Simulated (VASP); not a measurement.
Write the native input for VASP 6.6.1 that does the following.

| Quantity | Value |
| --- | --- |
| Task | single point |
| Functional | HSE06 |
| Potentials or basis | VASP PAW PBE potentials, release 64 (Na_pv, F) |
| Cutoff | 520 eV |
| k mesh | 4 × 4 × 4 |
| Occupations | fermi-dirac, width 0.5 eV |
| Spin | no spin polarisation |
| Dipole correction | no |
| Grid for exact exchange (PRECFOCK) | Normal |
| Further INCAR settings | ALGO = Normal; EDIFF = 1e-06; NBANDS = 14 |
| Share of exact exchange | 0.25 |
| Screening parameter | 0.2079 1/Å |

NaF:

```
CELL_PARAMETERS angstrom
0.00000 2.29724 2.29724
2.29724 0.00000 2.29724
2.29724 2.29724 0.00000
ATOMIC_POSITIONS crystal
Na 0.00000 0.00000 0.00000
F 0.50000 0.50000 0.50000
```

The input as run:

POSCAR

```
NaF
1.0
    0.0000000000      2.2972417802      2.2972417802
    2.2972417802      0.0000000000      2.2972417802
    2.2972417802      2.2972417802      0.0000000000
Na F
1 1
Direct
    0.0000000000      0.0000000000      0.0000000000
    0.5000000000      0.5000000000      0.5000000000
```

INCAR.step1

```
SYSTEM = NaF
PREC = Accurate ; ENCUT = 520
EDIFF = 1E-5 ; ISMEAR = -1
SIGMA = 0.5 ; LREAL = .FALSE.
LASPH = .TRUE. ; NELM = 100
ALGO = Normal ; ISIF = 2
LWAVE = .TRUE. ; LCHARG = .FALSE.
GGA = PE ; NBANDS = 14
```

INCAR.step2

```
SYSTEM = NaF
PREC = Accurate ; ENCUT = 520
EDIFF = 1E-6 ; ISMEAR = -1
SIGMA = 0.5 ; LREAL = .FALSE.
LASPH = .TRUE. ; NELM = 100
ALGO = Normal ; ISIF = 2
LWAVE = .FALSE. ; LCHARG = .FALSE.
GGA = PE ; LHFCALC = .TRUE.
HFSCREEN = 0.2079 ; PRECFOCK = Normal
ISTART = 1 ; NBANDS = 14
```

KPOINTS

```
regular mesh
0
G
  4 4 4
  0 0 0
```

Potentials or basis: VASP PAW PBE potentials, release 64 (Na_pv, F).

Launch:

```sh
$ cat potpaw_PBE.64/Na_pv/POTCAR potpaw_PBE.64/F/POTCAR > POTCAR
$ cp INCAR.step1 INCAR
$ mpirun -np 1 vasp_std > vasp.out
$ cp INCAR.step2 INCAR
$ mpirun -np 1 vasp_std > vasp.out
```

It gave:

```
Pressure               : 1.6 GPa
Band gap on the k mesh : 8.61 eV
```

Caveat: the k points lie up to 0.59 Å⁻¹ apart; the PAW data sets were made with another functional, which shifts forces and pressure a little.

Run time: 3.8 min on 1 thread of AMD EPYC 7R43 64-Core Processor (Zen 3), on a shared host, peak memory 0.19 GiB.
